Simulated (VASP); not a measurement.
# AlN (P1) in VASP: further runs, part 2 of 3

VASP 6.6.1.

### 5 Single point, LDA (the part above a cut slid along it)

INCAR

```
SYSTEM = AlN
PREC = Accurate ; ENCUT = 520
EDIFF = 1E-6 ; ISMEAR = 0
SIGMA = 0.05 ; LREAL = .False.
LASPH = .True. ; NELM = 100
ALGO = Normal ; ISIF = 2
LWAVE = .False. ; LCHARG = .False.
GGA = CA ; NBANDS = 26
```

KPOINTS

```
Automatic mesh
0
Gamma
  8 8 3
  0 0 0
```

POSCAR

```
AlN
1.0
   -3.0886152975      0.0000000000      0.0000000000
   -1.5443076488     -2.6748193102      0.0000000000
   -0.6434615203     -1.1145080459     10.5871685333
Al N
4 4
Direct
    0.3333333333     -0.0186276203      0.8447062886
    0.3333333333      0.1759311772      0.3777651748
    0.6666666667      0.6065439092      0.1442946180
    0.6666666667      0.4119851118      0.6112357317
    0.3333333333      0.2961766921      0.0891759389
    0.3333333333      0.1016178947      0.5561170527
    0.6666666667      0.5322306267      0.3226464958
    0.6666666667      0.3376718293      0.7895876096
```

Potentials or basis: VASP PAW LDA potentials, release 64 (Al, N).

Command:

```
> cat potpaw_LDA.64/Al/POTCAR potpaw_LDA.64/N/POTCAR > POTCAR
> mpirun -np 1 vasp_std > vasp.out
```

OUTCAR:

```text
SYSTEM = AlN
   PREC = Accurate
   ENCUT = 520
   EDIFF = 1E-6
   ISMEAR = 0
   LREAL = .False.
   LASPH = .True.
   NELM = 100
   ISIF = 2
   GGA = CA

 ion  position               nearest neighbor table
   1  0.333  0.981  0.845-   8 1.88   8 1.88   8 1.88   4 3.05   4 3.05   4 3.05   3 3.30
   2  0.333  0.176  0.378-   7 1.88   7 1.88   7 1.88   6 1.89   3 3.05   3 3.05   3 3.05   4 3.05
                             4 3.05   4 3.05
   3  0.667  0.607  0.144-   5 1.88   5 1.88   5 1.88   7 1.89   2 3.05   2 3.05   2 3.05   1 3.30

   4  0.667  0.412  0.611-   6 1.88   6 1.88   6 1.88   8 1.89   1 3.05   2 3.05   1 3.05   2 3.05
                             2 3.05   1 3.05
   5  0.333  0.296  0.089-   3 1.88   3 1.88   3 1.88
   6  0.333  0.102  0.556-   4 1.88   4 1.88   4 1.88   2 1.89
   7  0.667  0.532  0.323-   2 1.88   2 1.88   2 1.88   3 1.89
   8  0.667  0.338  0.790-   1 1.88   1 1.88   1 1.88   4 1.89

  LATTYP: Found a base centered monoclinic cell.
 ALAT       =     3.0886152976
 B/A-ratio  =     1.7320508075
 C/A-ratio  =     3.4530353086
 COS(beta)  =    -0.1206667843

  Lattice vectors:

 A1 = (   3.0886152975,   0.0000000000,   0.0000000000)
 A2 = (  -1.5443076487,   2.6748193102,   0.0000000000)
 A3 = (  -0.6434615203,  -1.1145080459,  10.5871685333)

Analysis of symmetry for initial positions (statically):
=====================================================================
 Subroutine PRICEL returns:
 Original cell was already a primitive cell.

 Routine SETGRP: Setting up the symmetry group for a
 base centered monoclinic supercell.

 Subroutine GETGRP returns: Found  1 space group operations
 (whereof  1 operations were pure point group operations)
 out of a pool of  4 trial point group operations.

The static configuration has the point symmetry C_1 .

Analysis of symmetry for dynamics (positions and initial velocities):
=====================================================================
 Subroutine PRICEL returns:
 Original cell was already a primitive cell.

 Routine SETGRP: Setting up the symmetry group for a
 base centered monoclinic supercell.

 Subroutine GETGRP returns: Found  1 space group operations
 (whereof  1 operations were pure point group operations)
 out of a pool of  4 trial point group operations.

The dynamic configuration has the point symmetry C_1 .

 Subroutine INISYM returns: Found  1 space group operations
 (whereof  1 operations are pure point group operations),
 and found     1 'primitive' translations

----------------------------------------------------------------------------------------

                                     Primitive cell

  volume of cell :      87.4658

  direct lattice vectors                    reciprocal lattice vectors
    -3.088615298  0.000000000  0.000000000    -0.323769684  0.186928514  0.000000000
    -1.544307649 -2.674819310  0.000000000     0.000000000 -0.373857029 -0.039355817
    -0.643461520 -1.114508046 10.587168533     0.000000000  0.000000000  0.094453961

  length of vectors
     3.088615298  3.088615298 10.665097677     0.373857029  0.375922809  0.094453961

  position of ions in fractional coordinates (direct lattice)
     0.333333333  0.981372380  0.844706289
     0.333333333  0.175931177  0.377765175
[... 43 lines left out ...]

 Following reciprocal coordinates:
            Coordinates               Weight
  0.000000  0.000000  0.000000      1.000000
  0.125000  0.000000 -0.000000      2.000000
  0.250000  0.000000 -0.000000      2.000000
  0.375000 -0.000000 -0.000000      2.000000
  0.500000  0.000000 -0.000000      1.000000
  0.000000  0.125000  0.000000      2.000000
[... 16 lines left out ...]
 -0.375000 -0.375000  0.000000      2.000000
  0.125000  0.375000  0.000000      2.000000
 [... further k-points ...]
   k-points           NKPTS =     98   k-points in BZ     NKDIM =     98   number of bands    NBANDS=     26
   number of dos      NEDOS =    301   number of ions     NIONS =      8
   total plane-waves  NPLWV =  46080
   dimension x,y,z NGX =    24 NGY =   24 NGZ =   80
   dimension x,y,z NGXF=    48 NGYF=   48 NGZF=  160
   ions per type =               4   4
   NGX,Y,Z   is equivalent  to a cutoff of  12.92, 12.92, 12.47 a.u.
   NGXF,Y,Z  is equivalent  to a cutoff of  25.84, 25.84, 24.94 a.u.
 SYSTEM =  AlN
   PREC   = accura    normal or accurate (medium, high low for compatibility)
   ISTART =      0    job   : 0-new  1-cont  2-samecut
   ICHARG =      2    charge: 1-file 2-atom 10-const
   ISPIN  =      1    spin polarized calculation?
   LNONCOLLINEAR =      F non collinear calculations
   LSORBIT =      F    spin-orbit coupling
   LASPH  =      T    aspherical Exc in radial PAW
   ENCUT  =  520.0 eV  38.22 Ry    6.18 a.u.   5.74  5.74 19.83*2*pi/ulx,y,z
   NELM   =    100;   NELMIN=  2; NELMDL= -5     # of ELM steps
   EDIFF  = 0.1E-05   stopping-criterion for ELM
   LREAL  =      F    real-space projection
   EDIFFG = 0.1E-04   stopping-criterion for IOM
   NSW    =      0    number of steps for IOM
   IBRION =     -1    ionic relax: 0-MD 1-quasi-New 2-CG
   NFREE  =      0    steps in history (QN), initial steepest desc. (CG)
   ISIF   =      2    stress and relaxation
   ISYM   =      2    0-nonsym 1-usesym 2-fastsym
   POTIM  = 0.5000    time-step for ionic-motion
   TEBEG  =    0.0;   TEEND  =   0.0 temperature during run
   PSTRESS=    0.0 pullay stress
   NELECT =      32.0000    total number of electrons
   NUPDOWN=      -1.0000    fix difference up-down
   EMIN   =  10.00;   EMAX   =-10.00  energy-range for DOS
   EFERMI =   0.00;   METHOD = LEGACY
   ISMEAR =     0;   SIGMA  =   0.05  broadening in eV -4-tet -1-fermi 0-gaus
   EFERMI_NEDOS =   21; number of points for ismear=-14 and -15
   IALGO  =     38    algorithm
   IMIX   =      4    mixing-type and parameters
     AMIX     =   0.40;   BMIX     =  1.00
     AMIX_MAG =   1.60;   BMIX_MAG =  1.00
  volume/ion in A,a.u.               =      10.93        73.78
  Fermi-wavevector in a.u.,A,eV,Ry     =   1.170879  2.212641 18.653020  1.370958
  Thomas-Fermi vector in A             =   2.307331
   LORBIT       =      0    0 simple, 1 ext, 2 COOP (PROOUT), +10 PAW based schemes
   GGA     = CA    functional components
   LHFCALC =     F    Hartree Fock is set to
   AEXX    =    0.0000 exact exchange contribution
   IVDW    =     0    specifies the selected vdW correction
   LEPSILON=     F    determine dielectric tensor
   LRPA    =     F    only Hartree local field effects (RPA)
 non-spin polarized calculation
 Gauss-broadening in eV      SIGMA  =   0.05
  energy-cutoff  :      520.00
  volume of cell :       87.47
 maximum number of plane-waves:      2380
   NGX = 11   NGY = 11   NGZ = 39

 number of electron      31.9999999 magnetization

 Free energy of the ion-electron system (eV)
  ---------------------------------------------------
  ext. energy  EPLUGINS =         0.00000000
  ---------------------------------------------------
  free energy    TOTEN  =       -63.70353490 eV

  energy without entropy =      -63.70353490  energy(sigma->0) =      -63.70353490

 E-fermi :   6.6788     XC(G=0): -11.0217

 val. band max:        6.4733815290   @ k =   0.0000   0.0000   0.0000
 cond. band min:       8.3077978775   @ k =   0.0000   0.0000   0.0000
 fundamental gap:      1.8344163485
 Fermi energy:         6.6788021973

 k-point     1 :       0.0000    0.0000    0.0000
  band No.  band energies     occupation
      1     -10.2359      2.00000
      2      -9.1852      2.00000
      3      -8.2622      2.00000
      4      -6.7022      2.00000
      5      -0.8556      2.00000
      6       1.4669      2.00000
[... 685 lines left out ...]
     25      15.6026      0.00000
     26      16.2085      0.00000

 [... further k-points ...]
[... 5 lines left out ...]
  --------------------------------------------------------------------------------------
  -------------------------------------------------------------------------------------
  Total       -0.7010722     -1.9373134     -4.0378420     -0.7401980      0.5478987      1.0766009
  in kB      -12.8420765    -35.4872528    -73.9642414    -13.5587737     10.0362803     19.7209229
  external PRESSURE =     -40.7645236 kB  Pullay stress =       0.0000000 kB

 VOLUME and BASIS-vectors are now :
 -----------------------------------------------------------------------------
  energy-cutoff  :      520.00
  volume of cell :       87.47
      direct lattice vectors                 reciprocal lattice vectors
    -3.088615298  0.000000000  0.000000000    -0.323769684  0.186928514  0.000000000
    -1.544307649 -2.674819310  0.000000000     0.000000000 -0.373857029 -0.039355817
    -0.643461520 -1.114508046 10.587168533     0.000000000  0.000000000  0.094453961

 POSITION                                       TOTAL-FORCE (eV/Angst)
 -----------------------------------------------------------------------------------
     -3.08862     -3.56643      8.94305        -0.080638     -0.302256      1.181838
     -1.54431     -0.89161      3.99946         0.002201      0.005162     -0.912895
     -3.08862     -1.78321      1.52767        -0.073669      0.042965     -1.431584
     -3.08862     -1.78321      6.47126        -0.029234      0.006477     -0.909600
     -1.54431     -0.89161      0.94412         0.346903      0.177279     -0.527457
     -1.54431     -0.89161      5.88770        -0.008884      0.006831      0.855819
     -3.08862     -1.78321      3.41591         0.030711      0.004896      0.938239
     -3.08862     -1.78321      8.35950        -0.187390      0.058645      0.805640
 -----------------------------------------------------------------------------------
    total drift:                               -0.000140     -0.000354      0.000647

  FREE ENERGIE OF THE ION-ELECTRON SYSTEM (eV)
  ---------------------------------------------------
  free  energy   TOTEN  =       -63.7035349043 eV

  energy  without entropy=      -63.7035349042  energy(sigma->0) =      -63.70353490
```

Wall time 4.4 min (1 thread of Intel Xeon 8259CL, shared host); peak memory 0.29 GiB.

Results:

```
Free energy            : -63.7035 eV
Pressure               : -4.1 GPa
Largest force          : 1.434 eV/Å
Band gap on the k mesh : 1.83 eV
```

Forces on the atoms (eV/Å):
```
Al  -0.081 -0.302  1.182
Al   0.002  0.005 -0.913
Al  -0.074  0.043 -1.432
Al  -0.029  0.006 -0.910
N    0.347  0.177 -0.527
N   -0.009  0.007  0.856
N    0.031  0.005  0.938
N   -0.187  0.059  0.806
```

Stress tensor (GPa, compression positive):
```
-1.28 -1.36  1.97
-1.36 -3.55  1.00
 1.97  1.00 -7.40
```

Caveat: the cell differs from its parent crystal (the part above a cut slid along it); the stress differs along the axes, from -7 to -1 GPa; forces of over 1 eV/Å act on the atoms, so gaps and moduli don't describe the material at rest. A k mesh can miss the band edges.

(Part 2 of 3 ends here.)
